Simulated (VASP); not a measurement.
# KMgF3 (Pm-3m) in VASP: notebook

Runs on KMgF3. Level: PBE+D3(BJ). Tasks: single point.

All numbers are computed with VASP 6.6.1; they aren't measurements. Logs are shortened: lines on timing, memory, paths and dates and some standing lists are left out, and cuts for length are marked.

### 1 The cell of the first run

It takes space group Pm-3m (No. 221, cubic). Conventional cell: a = 3.640 Å, b = 3.640 Å, c = 3.640 Å, α = 90.00°, β = 90.00°, γ = 90.00°. Within 3.4 Å of K (site symmetry m-3m) lie 12 F at 2.57 Å and 8 Mg at 3.15 Å. Within 2.4 Å of Mg (site symmetry m-3m) lie 6 F at 1.82 Å. F (site symmetry 4/mmm) has 2 Mg at 1.82 Å within 2.4 Å.

### 2 Single point, PBE+D3(BJ) (9.64 Å³/atom)

File INCAR:

```
SYSTEM = KMgF3
  ALGO = Normal
  EDIFF = 1E-7
  ENCUT = 520
  GGA = PE
  ISIF = 2
  ISMEAR = 0
  IVDW = 12
  LASPH = .TRUE.
  LCHARG = .FALSE.
  LREAL = .FALSE.
  LWAVE = .FALSE.
  NBANDS = 24
  NELM = 100
  PREC = Accurate
  SIGMA = 0.01
```

File KPOINTS:

```
k-points
0
G
  6 6 6
  0 0 0
```

File POSCAR:

```
KMgF3
1.0
    3.6396925474      0.0000000000      0.0000000000
    0.0000000000      3.6396925474      0.0000000000
    0.0000000000      0.0000000000      3.6396925474
K Mg F
1 1 3
Direct
    0.5000000000      0.5000000000      0.5000000000
    0.0000000000      0.0000000000      0.0000000000
    0.5000000000      0.0000000000      0.0000000000
    0.0000000000      0.5000000000      0.0000000000
    0.0000000000      0.0000000000      0.5000000000
```

Potentials or basis: VASP PAW PBE potentials, release 64 (K_sv, Mg, F).

On the command line:

```bash
$ cat potpaw_PBE.64/K_sv/POTCAR potpaw_PBE.64/Mg/POTCAR potpaw_PBE.64/F/POTCAR > POTCAR
$ mpirun -np 1 vasp_std > vasp.out
```

OUTCAR:

```text
SYSTEM = KMgF3
   EDIFF = 1E-7
   ENCUT = 520
   GGA = PE
   ISIF = 2
   ISMEAR = 0
   IVDW = 12
   LASPH = .TRUE.
   LREAL = .FALSE.
   NELM = 100
   PREC = Accurate
 IVDW          = 12

 ion  position               nearest neighbor table
   1  0.500  0.500  0.500-   3 2.57   4 2.57   5 2.57   3 2.57   4 2.57   3 2.57   5 2.57   3 2.57
                             4 2.57   5 2.57   4 2.57   5 2.57   2 3.15   2 3.15   2 3.15   2 3.15
   2  0.000  0.000  0.000-   3 1.82   4 1.82   5 1.82   5 1.82   4 1.82   3 1.82   1 3.15   1 3.15
                             1 3.15   1 3.15   1 3.15   1 3.15   1 3.15   1 3.15
   3  0.500  0.000  0.000-   2 1.82   2 1.82   1 2.57   1 2.57   1 2.57   1 2.57
   4  0.000  0.500  0.000-   2 1.82   2 1.82   1 2.57   1 2.57   1 2.57   1 2.57
   5  0.000  0.000  0.500-   2 1.82   2 1.82   1 2.57   1 2.57   1 2.57   1 2.57

  LATTYP: Found a simple cubic cell.
 ALAT       =     3.6396925474

  Lattice vectors:

 A1 = (   3.6396925474,   0.0000000000,   0.0000000000)
 A2 = (   0.0000000000,   3.6396925474,   0.0000000000)
 A3 = (   0.0000000000,   0.0000000000,   3.6396925474)

Analysis of symmetry for initial positions (statically):
=====================================================================
 Subroutine PRICEL returns:
 Original cell was already a primitive cell.

 Routine SETGRP: Setting up the symmetry group for a
 simple cubic supercell.

 Subroutine GETGRP returns: Found 48 space group operations
 (whereof 48 operations were pure point group operations)
 out of a pool of 48 trial point group operations.

The static configuration has the point symmetry O_h .

Analysis of symmetry for dynamics (positions and initial velocities):
=====================================================================
 Subroutine PRICEL returns:
 Original cell was already a primitive cell.

 Routine SETGRP: Setting up the symmetry group for a
 simple cubic supercell.

 Subroutine GETGRP returns: Found 48 space group operations
 (whereof 48 operations were pure point group operations)
 out of a pool of 48 trial point group operations.

The dynamic configuration has the point symmetry O_h .

 Subroutine INISYM returns: Found 48 space group operations
 (whereof 48 operations are pure point group operations),
 and found     1 'primitive' translations

----------------------------------------------------------------------------------------

                                     Primitive cell

  volume of cell :      48.2163

  direct lattice vectors                    reciprocal lattice vectors
     3.639692547  0.000000000  0.000000000     0.274748481  0.000000000  0.000000000
     0.000000000  3.639692547  0.000000000     0.000000000  0.274748481  0.000000000
     0.000000000  0.000000000  3.639692547     0.000000000  0.000000000  0.274748481

  length of vectors
     3.639692547  3.639692547  3.639692547     0.274748481  0.274748481  0.274748481

  position of ions in fractional coordinates (direct lattice)
     0.500000000  0.500000000  0.500000000
     0.000000000  0.000000000  0.000000000
     0.500000000  0.000000000  0.000000000
     0.000000000  0.500000000  0.000000000
     0.000000000  0.000000000  0.500000000

  ion indices of the primitive-cell ions
   primitive index   ion index
                 1           1
                 2           2
                 3           3
                 4           4
                 5           5

----------------------------------------------------------------------------------------

 KPOINTS: k-points

Automatic generation of k-mesh.
 Grid dimensions read from file:
 generate k-points for:    6    6    6

 Generating k-lattice:

  Cartesian coordinates                     Fractional coordinates (reciprocal lattice)
     0.045791414  0.000000000  0.000000000     0.166666667  0.000000000  0.000000000
     0.000000000  0.045791414  0.000000000     0.000000000  0.166666667  0.000000000
     0.000000000  0.000000000  0.045791414     0.000000000  0.000000000  0.166666667

  Length of vectors
     0.045791414  0.045791414  0.045791414

  Shift w.r.t. Gamma in fractional coordinates (k-lattice)
     0.000000000  0.000000000  0.000000000

 Subroutine IBZKPT returns following result:
 ===========================================

 Found     20 irreducible k-points:

 Following reciprocal coordinates:
            Coordinates               Weight
  0.000000  0.000000  0.000000      1.000000
  0.166667  0.000000  0.000000      6.000000
  0.333333  0.000000  0.000000      6.000000
  0.500000  0.000000  0.000000      3.000000
  0.166667  0.166667  0.000000     12.000000
  0.333333  0.166667  0.000000     24.000000
[... 12 lines left out ...]
  0.500000  0.500000  0.333333      6.000000
  0.500000  0.500000  0.500000      1.000000
   k-points           NKPTS =     20   k-points in BZ     NKDIM =     20   number of bands    NBANDS=     24
   number of dos      NEDOS =    301   number of ions     NIONS =      5
   total plane-waves  NPLWV =  21952
   dimension x,y,z NGX =    28 NGY =   28 NGZ =   28
   dimension x,y,z NGXF=    56 NGYF=   56 NGZF=   56
   ions per type =               1   1   3
   NGX,Y,Z   is equivalent  to a cutoff of  12.79, 12.79, 12.79 a.u.
   NGXF,Y,Z  is equivalent  to a cutoff of  25.58, 25.58, 25.58 a.u.
 SYSTEM =  KMgF3
   PREC   = accura    normal or accurate (medium, high low for compatibility)
   ISTART =      0    job   : 0-new  1-cont  2-samecut
   ICHARG =      2    charge: 1-file 2-atom 10-const
   ISPIN  =      1    spin polarized calculation?
   LNONCOLLINEAR =      F non collinear calculations
   LSORBIT =      F    spin-orbit coupling
   LASPH  =      T    aspherical Exc in radial PAW
   ENCUT  =  520.0 eV  38.22 Ry    6.18 a.u.   6.77  6.77  6.77*2*pi/ulx,y,z
   NELM   =    100;   NELMIN=  2; NELMDL= -5     # of ELM steps
   EDIFF  = 0.1E-06   stopping-criterion for ELM
   LREAL  =      F    real-space projection
   EDIFFG = 0.1E-05   stopping-criterion for IOM
   NSW    =      0    number of steps for IOM
   IBRION =     -1    ionic relax: 0-MD 1-quasi-New 2-CG
   NFREE  =      0    steps in history (QN), initial steepest desc. (CG)
   ISIF   =      2    stress and relaxation
   ISYM   =      2    0-nonsym 1-usesym 2-fastsym
   POTIM  = 0.5000    time-step for ionic-motion
   TEBEG  =    0.0;   TEEND  =   0.0 temperature during run
   PSTRESS=    0.0 pullay stress
   NELECT =      32.0000    total number of electrons
   NUPDOWN=      -1.0000    fix difference up-down
   EMIN   =  10.00;   EMAX   =-10.00  energy-range for DOS
   EFERMI =   0.00;   METHOD = LEGACY
   ISMEAR =     0;   SIGMA  =   0.01  broadening in eV -4-tet -1-fermi 0-gaus
   EFERMI_NEDOS =   21; number of points for ismear=-14 and -15
   IALGO  =     38    algorithm
   IMIX   =      4    mixing-type and parameters
     AMIX     =   0.40;   BMIX     =  1.00
     AMIX_MAG =   1.60;   BMIX_MAG =  1.00
  volume/ion in A,a.u.               =       9.64        65.08
  Fermi-wavevector in a.u.,A,eV,Ry     =   1.427995  2.698520 27.744602  2.039171
  Thomas-Fermi vector in A             =   2.548105
   LORBIT       =      0    0 simple, 1 ext, 2 COOP (PROOUT), +10 PAW based schemes
   GGA     = PE    functional components
   LHFCALC =     F    Hartree Fock is set to
   AEXX    =    0.0000 exact exchange contribution
   IVDW    =    12    specifies the selected vdW correction
   LEPSILON=     F    determine dielectric tensor
   LRPA    =     F    only Hartree local field effects (RPA)
 non-spin polarized calculation
 Gauss-broadening in eV      SIGMA  =   0.01
  energy-cutoff  :      520.00
  volume of cell :       48.22
 maximum number of plane-waves:      1328
 NGX is ok and might be reduce to    28
   NGX = 13   NGY = 13   NGZ = 13

 number of electron      32.0000000 magnetization

 Free energy of the ion-electron system (eV)
  ---------------------------------------------------
  ext. energy  EPLUGINS =         0.00000000
  ---------------------------------------------------
  free energy    TOTEN  =       -22.55605107 eV

  energy without entropy =      -22.55605107  energy(sigma->0) =      -22.55605107

 E-fermi :   0.1272     XC(G=0): -11.1200

 val. band max:        0.0566319553   @ k =   0.5000   0.5000   0.5000
 cond. band min:       9.8043374442   @ k =   0.0000   0.0000   0.0000
 fundamental gap:      9.7477054889
 Fermi energy:         0.1272434373

 k-point     1 :       0.0000    0.0000    0.0000
  band No.  band energies     occupation
      1     -25.2491      2.00000
      2     -20.8463      2.00000
      3     -19.8365      2.00000
      4     -19.8365      2.00000
      5      -8.7624      2.00000
      6      -8.7624      2.00000
[... 16 lines left out ...]
     23      17.7067      0.00000
     24      20.7017      0.00000

 k-point     2 :       0.1667    0.0000    0.0000
  band No.  band energies     occupation
      1     -25.2138      2.00000
      2     -20.8279      2.00000
      3     -19.9018      2.00000
      4     -19.8311      2.00000
      5      -8.7179      2.00000
      6      -8.7179      2.00000
[... 16 lines left out ...]
     23      17.7077      0.00000
     24      20.2958      0.00000

 k-point     3 :       0.3333    0.0000    0.0000
  band No.  band energies     occupation
      1     -25.1408      2.00000
      2     -20.7950      2.00000
      3     -20.0297      2.00000
      4     -19.8202      2.00000
      5      -8.6252      2.00000
      6      -8.6252      2.00000
[... 16 lines left out ...]
     23      17.2590      0.00000
     24      19.4248      0.00000
[... 406 lines left out ...]
 k-point    19 :       0.5000    0.5000    0.3333
  band No.  band energies     occupation
      1     -24.9815      2.00000
      2     -20.1701      2.00000
      3     -20.1517      2.00000
      4     -20.1517      2.00000
      5      -9.1435      2.00000
      6      -9.1435      2.00000
[... 16 lines left out ...]
     23      17.8022      0.00000
     24      17.8022      0.00000

 k-point    20 :       0.5000    0.5000    0.5000
  band No.  band energies     occupation
      1     -24.9698      2.00000
      2     -20.1366      2.00000
      3     -20.1366      2.00000
      4     -20.1366      2.00000
      5      -9.2399      2.00000
      6      -9.2399      2.00000
[... 16 lines left out ...]
     23      18.3055      0.00000
     24      18.3055      0.00000

------------------------ aborting loop because EDIFF is reached ----------------------------------------

 Edisp (eV)   -1.09383

 E8    (eV) :    -0.4556

  FORCE on cell =-STRESS in cart. coord.  units (eV):
  Direction    XX          YY          ZZ          XY          YZ          ZX
  --------------------------------------------------------------------------------------
  -------------------------------------------------------------------------------------
  Total      12.17615    12.17615    12.17615     0.00000     0.00000     0.00000
  in kB     404.60042   404.60042   404.60042     0.00000     0.00000     0.00000
  external pressure =      404.60 kB  Pullay stress =        0.00 kB

 VOLUME and BASIS-vectors are now :
 -----------------------------------------------------------------------------
  energy-cutoff  :      520.00
  volume of cell :       48.22
      direct lattice vectors                 reciprocal lattice vectors
     3.639692547  0.000000000  0.000000000     0.274748481  0.000000000  0.000000000
     0.000000000  3.639692547  0.000000000     0.000000000  0.274748481  0.000000000
     0.000000000  0.000000000  3.639692547     0.000000000  0.000000000  0.274748481

 POSITION                                       TOTAL-FORCE (eV/Angst)
 -----------------------------------------------------------------------------------
      1.81985      1.81985      1.81985         0.000000      0.000000      0.000000
      0.00000      0.00000      0.00000         0.000000      0.000000      0.000000
      1.81985      0.00000      0.00000         0.000000      0.000000      0.000000
      0.00000      1.81985      0.00000         0.000000      0.000000      0.000000
      0.00000      0.00000      1.81985         0.000000      0.000000      0.000000
 -----------------------------------------------------------------------------------
    total drift:                                0.000000      0.000000     -0.000000

  FREE ENERGIE OF THE ION-ELECTRON SYSTEM (eV)
  ---------------------------------------------------
  free  energy   TOTEN  =       -23.6498829295 eV

  energy  without entropy=      -23.6498829295  energy(sigma->0) =      -23.64988293
```

It took 26 s on 1 thread of Intel Xeon 8259CL, shared host; peak memory 0.18 GiB.

Results:

| Property | Result |
| --- | --- |
| Free energy | -23.6499 eV |
| Pressure | 40.5 GPa |
| Band gap on the k mesh | 9.75 eV (least direct gap 10.03 eV) |
| Dispersion energy per atom | -0.219 eV |

Caveat: the cell stands under pressure. A k mesh can miss the band edges.

### 3 Single point, PBE+D3(BJ) (10.16 Å³/atom)

This run uses another cell than the first one, of 10.16 Å³/atom.

File INCAR:

```
SYSTEM = KMgF3
PREC = Accurate ; ENCUT = 520
EDIFF = 1E-6 ; ISMEAR = 0
SIGMA = 0.01 ; LREAL = .FALSE.
LASPH = .TRUE. ; NELM = 60
ALGO = Normal ; ISIF = 2
LWAVE = .FALSE. ; LCHARG = .FALSE.
GGA = PE ; IVDW = 12
NBANDS = 24
```

File KPOINTS:

```
regular mesh
0
G
  6 6 6
  0 0 0
```

Changes to POSCAR since step 2:

```diff
@@ -2,5 +2,5 @@
 1.0
-    3.6396925474      0.0000000000      0.0000000000
-    0.0000000000      3.6396925474      0.0000000000
-    0.0000000000      0.0000000000      3.6396925474
+    3.7032807874      0.0000000000      0.0000000000
+    0.0000000000      3.7032807874      0.0000000000
+    0.0000000000      0.0000000000      3.7032807874
 K Mg F
```

Potentials or basis: VASP PAW PBE potentials, release 64 (K_sv, Mg, F).

On the command line:

```bash
$ cat potpaw_PBE.64/K_sv/POTCAR potpaw_PBE.64/Mg/POTCAR potpaw_PBE.64/F/POTCAR > POTCAR
$ mpirun -np 1 vasp_std > vasp.out
```

Run time: 30 s. Hardware: 1 thread of Intel Xeon 8259CL, shared host; peak memory 0.18 GiB.

It converged, with:

- Free energy: -24.2146 eV
- Pressure: 29.5 GPa
- Band gap on the k mesh: 9.22 eV (least direct gap 9.51 eV)
- Dispersion energy per atom: -0.207 eV

Levels at points of the mesh, in eV from the valence-band top:
| k point | band 12 | band 13 | band 14 | band 15 | band 16 | band 17 | band 18 | band 19 | band 20 | band 21 |
| --- | --- | --- | --- | --- | --- | --- | --- | --- | --- | --- |
| (0.00, 0.00, 0.00) | -0.88 | -0.88 | -0.30 | -0.30 | -0.30 | 9.22 | 10.32 | 10.32 | 12.74 | 12.74 |
| (0.50, 0.00, 0.00) | -1.27 | -1.13 | -1.13 | -0.67 | -0.67 | 11.54 | 11.70 | 12.95 | 13.50 | 13.91 |
| (0.50, 0.50, 0.00) | -1.49 | -1.35 | -1.06 | -1.06 | -0.04 | 12.16 | 12.73 | 13.83 | 13.83 | 14.99 |
| (0.50, 0.50, 0.50) | -1.33 | -1.33 | 0.00 | 0.00 | 0.00 | 11.31 | 11.31 | 11.31 | 15.07 | 15.07 |

Caveat: the cell stands under pressure.
